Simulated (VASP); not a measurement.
# Re (Pm-3m) in VASP: notebook

Runs on Re. Level: RPBE. Tasks: single point.

Everything below comes from runs of VASP 6.6.1. Logs are shortened: lines on timing, memory, paths and dates and some standing lists are left out, and cuts for length are marked.

### Step 1. The cell of the first run

Symmetry: Pm-3m, No. 221, cubic system. The conventional cell has a = 2.591 Å, b = 2.591 Å, c = 2.591 Å, α = 90.00°, β = 90.00°, γ = 90.00°. Re (site symmetry m-3m) has 6 Re at 2.59 Å within 3.4 Å.

This isn't the form of Re at room conditions, which is hcp.

### Step 2. Single point, RPBE (17.40 Å³/atom)

Contents of INCAR:

```
SYSTEM = Re
PREC     = Accurate       ! precision mode
ENCUT    = 520            ! plane-wave cutoff, eV
EDIFF    = 1E-7           ! SCF threshold, eV
ISMEAR   = -1             ! smearing method
SIGMA    = 0.1            ! smearing width, eV
LREAL    = .FALSE.        ! projectors in reciprocal space
LASPH    = .TRUE.         ! aspherical terms in the spheres
NELM     = 60             ! most SCF steps
ALGO     = Normal         ! electronic algorithm
ISIF     = 2              ! what is computed and relaxed
LWAVE    = .FALSE.        ! write WAVECAR
LCHARG   = .FALSE.        ! write CHGCAR
GGA      = RP             ! functional
NBANDS   = 10             ! bands
```

Contents of KPOINTS:

```
regular mesh
0
G
  14 14 14
  0 0 0
```

Contents of POSCAR:

```
Re
1.0
    2.5912420800      0.0000000000      0.0000000000
    0.0000000000      2.5912420800      0.0000000000
    0.0000000000      0.0000000000      2.5912420800
Re
1
Direct
    0.0000000000      0.0000000000      0.0000000000
```

Potentials or basis: VASP PAW PBE potentials, release 64 (Re).

Started as:

```
$ cat potpaw_PBE.64/Re/POTCAR > POTCAR
$ mpirun -np 1 vasp_std > vasp.out
```

OUTCAR:

```text
SYSTEM = Re
   PREC = Accurate
   ENCUT = 520
   EDIFF = 1E-7
   ISMEAR = -1
   LREAL = .FALSE.
   LASPH = .TRUE.
   NELM = 60
   ISIF = 2
   GGA = RP

 ion  position               nearest neighbor table
   1  0.000  0.000  0.000-

  LATTYP: Found a simple cubic cell.
 ALAT       =     2.5912420800

  Lattice vectors:

 A1 = (   2.5912420800,   0.0000000000,   0.0000000000)
 A2 = (   0.0000000000,   2.5912420800,   0.0000000000)
 A3 = (   0.0000000000,   0.0000000000,   2.5912420800)

Analysis of symmetry for initial positions (statically):
=====================================================================
 Subroutine PRICEL returns:
 Original cell was already a primitive cell.

 Routine SETGRP: Setting up the symmetry group for a
 simple cubic supercell.

 Subroutine GETGRP returns: Found 48 space group operations
 (whereof 48 operations were pure point group operations)
 out of a pool of 48 trial point group operations.

The static configuration has the point symmetry O_h .

Analysis of symmetry for dynamics (positions and initial velocities):
=====================================================================
 Subroutine PRICEL returns:
 Original cell was already a primitive cell.

 Routine SETGRP: Setting up the symmetry group for a
 simple cubic supercell.

 Subroutine GETGRP returns: Found 48 space group operations
 (whereof 48 operations were pure point group operations)
 out of a pool of 48 trial point group operations.

The dynamic configuration has the point symmetry O_h .

 Subroutine INISYM returns: Found 48 space group operations
 (whereof 48 operations are pure point group operations),
 and found     1 'primitive' translations

----------------------------------------------------------------------------------------

                                     Primitive cell

  volume of cell :      17.3990

  direct lattice vectors                    reciprocal lattice vectors
     2.591242080  0.000000000  0.000000000     0.385915314  0.000000000  0.000000000
     0.000000000  2.591242080  0.000000000     0.000000000  0.385915314  0.000000000
     0.000000000  0.000000000  2.591242080     0.000000000  0.000000000  0.385915314

  length of vectors
     2.591242080  2.591242080  2.591242080     0.385915314  0.385915314  0.385915314

  position of ions in fractional coordinates (direct lattice)
     0.000000000  0.000000000  0.000000000

  ion indices of the primitive-cell ions
   primitive index   ion index
                 1           1

----------------------------------------------------------------------------------------

 KPOINTS: regular mesh

Automatic generation of k-mesh.
 Grid dimensions read from file:
 generate k-points for:   14   14   14

 Generating k-lattice:

  Cartesian coordinates                     Fractional coordinates (reciprocal lattice)
     0.027565380  0.000000000  0.000000000     0.071428571  0.000000000  0.000000000
     0.000000000  0.027565380  0.000000000     0.000000000  0.071428571  0.000000000
     0.000000000  0.000000000  0.027565380     0.000000000  0.000000000  0.071428571

  Length of vectors
     0.027565380  0.027565380  0.027565380

  Shift w.r.t. Gamma in fractional coordinates (k-lattice)
     0.000000000  0.000000000  0.000000000

 Subroutine IBZKPT returns following result:
 ===========================================

 Found    120 irreducible k-points:

 Following reciprocal coordinates:
            Coordinates               Weight
  0.000000  0.000000  0.000000      1.000000
  0.071429  0.000000  0.000000      6.000000
  0.142857  0.000000  0.000000      6.000000
  0.214286  0.000000  0.000000      6.000000
  0.285714  0.000000  0.000000      6.000000
  0.357143  0.000000  0.000000      6.000000
[... 16 lines left out ...]
  0.285714  0.214286  0.000000     24.000000
  0.357143  0.214286  0.000000     24.000000
 [... further k-points ...]
   k-points           NKPTS =    120   k-points in BZ     NKDIM =    120   number of bands    NBANDS=     10
   number of dos      NEDOS =    301   number of ions     NIONS =      1
   total plane-waves  NPLWV =   8000
   dimension x,y,z NGX =    20 NGY =   20 NGZ =   20
   dimension x,y,z NGXF=    40 NGYF=   40 NGZF=   40
   ions per type =               1
   NGX,Y,Z   is equivalent  to a cutoff of  12.83, 12.83, 12.83 a.u.
   NGXF,Y,Z  is equivalent  to a cutoff of  25.66, 25.66, 25.66 a.u.
 SYSTEM =  Re
   PREC   = accura    normal or accurate (medium, high low for compatibility)
   ISTART =      0    job   : 0-new  1-cont  2-samecut
   ICHARG =      2    charge: 1-file 2-atom 10-const
   ISPIN  =      1    spin polarized calculation?
   LNONCOLLINEAR =      F non collinear calculations
   LSORBIT =      F    spin-orbit coupling
   LASPH  =      T    aspherical Exc in radial PAW
   ENCUT  =  520.0 eV  38.22 Ry    6.18 a.u.   4.82  4.82  4.82*2*pi/ulx,y,z
   NELM   =     60;   NELMIN=  2; NELMDL= -5     # of ELM steps
   EDIFF  = 0.1E-06   stopping-criterion for ELM
   LREAL  =      F    real-space projection
   EDIFFG = 0.1E-05   stopping-criterion for IOM
   NSW    =      0    number of steps for IOM
   IBRION =     -1    ionic relax: 0-MD 1-quasi-New 2-CG
   NFREE  =      0    steps in history (QN), initial steepest desc. (CG)
   ISIF   =      2    stress and relaxation
   ISYM   =      2    0-nonsym 1-usesym 2-fastsym
   POTIM  = 0.5000    time-step for ionic-motion
   TEBEG  =    0.0;   TEEND  =   0.0 temperature during run
   PSTRESS=    0.0 pullay stress
   NELECT =       7.0000    total number of electrons
   NUPDOWN=      -1.0000    fix difference up-down
   EMIN   =  10.00;   EMAX   =-10.00  energy-range for DOS
   EFERMI =   0.00;   METHOD = LEGACY
   ISMEAR =    -1;   SIGMA  =   0.10  broadening in eV -4-tet -1-fermi 0-gaus
   EFERMI_NEDOS =   21; number of points for ismear=-14 and -15
   IALGO  =     38    algorithm
   IMIX   =      4    mixing-type and parameters
     AMIX     =   0.40;   BMIX     =  1.00
     AMIX_MAG =   1.60;   BMIX_MAG =  1.00
  volume/ion in A,a.u.               =      17.40       117.41
  Fermi-wavevector in a.u.,A,eV,Ry     =   1.208554  2.283837 19.872719  1.460604
  Thomas-Fermi vector in A             =   2.344159
   LORBIT       =      0    0 simple, 1 ext, 2 COOP (PROOUT), +10 PAW based schemes
   GGA     = RP    functional components
   LHFCALC =     F    Hartree Fock is set to
   AEXX    =    0.0000 exact exchange contribution
   IVDW    =     0    specifies the selected vdW correction
   LEPSILON=     F    determine dielectric tensor
   LRPA    =     F    only Hartree local field effects (RPA)
 non-spin polarized calculation
  energy-cutoff  :      520.00
  volume of cell :       17.40
 maximum number of plane-waves:       480
 NGX is ok and might be reduce to    20
   NGX =  9   NGY =  9   NGZ =  9

 number of electron       7.0000001 magnetization

 Free energy of the ion-electron system (eV)
  ---------------------------------------------------
  ext. energy  EPLUGINS =         0.00000000
  ---------------------------------------------------
  free energy    TOTEN  =       -10.49483986 eV

  energy without entropy =      -10.45409795  energy(sigma->0) =      -10.47446890

 E-fermi :   6.5975     XC(G=0): -12.6275

 val. band max:        6.5774525544   @ k =   0.4286   0.0000   0.0000
 cond. band min:       6.6039075833   @ k =   0.4286   0.4286   0.0714
 fundamental gap:      0.0264550290
 Fermi energy:         6.5975108004

 k-point     1 :       0.0000    0.0000    0.0000
  band No.  band energies     occupation
      1      -2.5249      2.00000
      2       1.3160      2.00000
      3       1.3160      2.00000
      4       9.9326      0.00000
      5       9.9326      0.00000
      6       9.9326      0.00000
      7      21.7236      0.00000
      8      21.7236      0.00000
      9      21.7236      0.00000
     10      27.6151      0.00000

 k-point     2 :       0.0714    0.0000    0.0000
  band No.  band energies     occupation
      1      -2.3598      2.00000
      2       1.3562      2.00000
      3       1.4886      2.00000
      4       9.6929      0.00000
      5       9.6929      0.00000
      6       9.9501      0.00000
      7      20.7720      0.00000
      8      22.0682      0.00000
      9      22.0682      0.00000
     10      28.2989      0.00000

 k-point     3 :       0.1429    0.0000    0.0000
  band No.  band energies     occupation
      1      -1.9043      2.00000
      2       1.4711      2.00000
      3       2.0055      2.00000
      4       9.0801      0.00000
      5       9.0801      0.00000
      6       9.9991      0.00000
      7      18.9372      0.00000
      8      22.9836      0.00000
      9      22.9836      0.00000
     10      27.2416      0.00000

 k-point     4 :       0.2143    0.0000    0.0000
  band No.  band energies     occupation
      1      -1.2601      2.00000
      2       1.6426      2.00000
      3       2.8372      2.00000
      4       8.3085      0.00000
      5       8.3085      0.00000
      6      10.0708      0.00000
      7      17.1212      0.00000
      8      24.2252      0.00000
      9      24.2252      0.00000
     10      25.3533      0.00000
[... 222 lines left out ...]
 k-point    22 :       0.2143    0.2143    0.0000
  band No.  band energies     occupation
      1      -0.0468      2.00000
      2       2.5428      2.00000
      3       3.7072      2.00000
      4       6.6437      0.77298
      5       8.3351      0.00000
      6       8.7153      0.00000
      7      18.8656      0.00000
      8      19.3589      0.00000
      9      25.8256      0.00000
     10      26.8774      0.00000

 k-point    23 :       0.2857    0.2143    0.0000
  band No.  band energies     occupation
      1       0.5703      2.00000
      2       2.7525      2.00000
      3       4.3869      2.00000
      4       6.4292      1.68664
      5       7.7641      0.00002
      6       8.6847      0.00000
      7      17.2962      0.00000
      8      20.2100      0.00000
      9      25.1585      0.00000
     10      28.2837      0.00000

 k-point    24 :       0.3571    0.2143    0.0000
  band No.  band energies     occupation
      1       1.1429      2.00000
      2       2.7938      2.00000
      3       4.4025      2.00000
      4       7.1988      0.00488
      5       7.3424      0.00116
      6       8.7746      0.00000
      7      15.8934      0.00000
      8      21.2481      0.00000
      9      24.3623      0.00000
     10      29.0056      0.00000

 [... further k-points ...]
[... 5 lines left out ...]
  --------------------------------------------------------------------------------------
  -------------------------------------------------------------------------------------
  Total       -0.1858621     -0.1858621     -0.1858621      0.0000000      0.0000000     -0.0000000
  in kB      -17.1150234    -17.1150234    -17.1150234      0.0000000      0.0000000     -0.0000000
  external PRESSURE =     -17.1150234 kB  Pullay stress =       0.0000000 kB

 VOLUME and BASIS-vectors are now :
 -----------------------------------------------------------------------------
  energy-cutoff  :      520.00
  volume of cell :       17.40
      direct lattice vectors                 reciprocal lattice vectors
     2.591242080  0.000000000  0.000000000     0.385915314  0.000000000  0.000000000
     0.000000000  2.591242080  0.000000000     0.000000000  0.385915314  0.000000000
     0.000000000  0.000000000  2.591242080     0.000000000  0.000000000  0.385915314

 POSITION                                       TOTAL-FORCE (eV/Angst)
 -----------------------------------------------------------------------------------
      0.00000      0.00000      0.00000         0.000000      0.000000      0.000000
 -----------------------------------------------------------------------------------
    total drift:                                0.000000      0.000000      0.000000

  FREE ENERGIE OF THE ION-ELECTRON SYSTEM (eV)
  ---------------------------------------------------
  free  energy   TOTEN  =       -10.4948398559 eV

  energy  without entropy=      -10.4540979506  energy(sigma->0) =      -10.47446890
```

It took 27 s on 1 thread of Intel Xeon 8259CL, shared host; peak memory 0.14 GiB.

What came out:

```
Free energy            : -10.4948 eV
Pressure               : -1.7 GPa
Band gap on the k mesh : zero (an odd number of electrons rules out a gap without spin polarisation)
```

Levels at points of the mesh, in eV from the Fermi level:
| k point | band 1 | band 2 | band 3 | band 4 | band 5 | band 6 | band 7 |
| --- | --- | --- | --- | --- | --- | --- | --- |
| (0.00, 0.00, 0.00) | -9.12 | -5.28 | -5.28 | 3.34 | 3.34 | 3.34 | 15.13 |
| (0.50, 0.00, 0.00) | -5.77 | -4.38 | -1.06 | -0.15 | -0.15 | 3.70 | 8.02 |
| (0.50, 0.50, 0.00) | -6.21 | -3.85 | 0.54 | 0.54 | 4.53 | 4.53 | 5.85 |
| (0.50, 0.50, 0.50) | -4.68 | -4.68 | -4.68 | 6.11 | 6.11 | 7.93 | 11.25 |

Caveat: the PAW data sets were made with another functional, which shifts forces and pressure a little; spin-orbit coupling is left out, which moves the levels of the heavy elements.

### Step 3. Single point, RPBE (18.09 Å³/atom)

This run uses another cell than the first one, of 18.09 Å³/atom.

Contents of INCAR:

```
PREC     = Accurate       # precision mode
ENCUT    = 520            # plane-wave cutoff, eV
EDIFF    = 1E-7           # SCF threshold, eV
ISMEAR   = -1             # smearing method
SIGMA    = 0.1            # smearing width, eV
LREAL    = F              # projectors in reciprocal space
LASPH    = T              # aspherical terms in the spheres
NELM     = 60             # most SCF steps
ALGO     = Normal         # electronic algorithm
ISIF     = 2              # what is computed and relaxed
LWAVE    = F              # write WAVECAR
LCHARG   = F              # write CHGCAR
GGA      = RP             # functional
NBANDS   = 10             # bands
```

Contents of KPOINTS:

```
regular mesh
0
Gamma
  14 14 14
```

Contents of POSCAR:

```
Re
1.0
    2.6253412809      0.0000000000      0.0000000000
    0.0000000000      2.6253412809      0.0000000000
    0.0000000000      0.0000000000      2.6253412809
Re
1
Direct
    0.0000000000      0.0000000000      0.0000000000
```

Potentials or basis: VASP PAW PBE potentials, release 64 (Re).

Started as:

```
$ cat potpaw_PBE.64/Re/POTCAR > POTCAR
$ mpirun -np 1 vasp_std > vasp.out
```

Wall time 24 s (1 thread of Intel Xeon 8259CL, shared host); peak memory 0.14 GiB.

It converged, with:

| Quantity | Value |
| --- | --- |
| Free energy | -10.4679 eV |
| Pressure | -10.5 GPa |
| Band gap on the k mesh | zero (an odd number of electrons rules out a gap without spin polarisation) |

Levels at points of the mesh, in eV from the Fermi level:
| k point | band 1 | band 2 | band 3 | band 4 | band 5 | band 6 |
| --- | --- | --- | --- | --- | --- | --- |
| (0.00, 0.00, 0.00) | -8.86 | -5.02 | -5.02 | 3.13 | 3.13 | 3.13 |
| (0.50, 0.00, 0.00) | -5.59 | -4.18 | -1.00 | -0.14 | -0.14 | 3.47 |
| (0.50, 0.50, 0.00) | -5.87 | -3.71 | 0.51 | 0.51 | 4.38 | 4.38 |
| (0.50, 0.50, 0.50) | -4.41 | -4.41 | -4.41 | 5.73 | 5.73 | 8.03 |

Caveat: the cell stands under tension; the PAW data sets were made with another functional, which shifts forces and pressure a little; spin-orbit coupling is left out, which moves the levels of the heavy elements.

(Continued in part 2 of 2.)
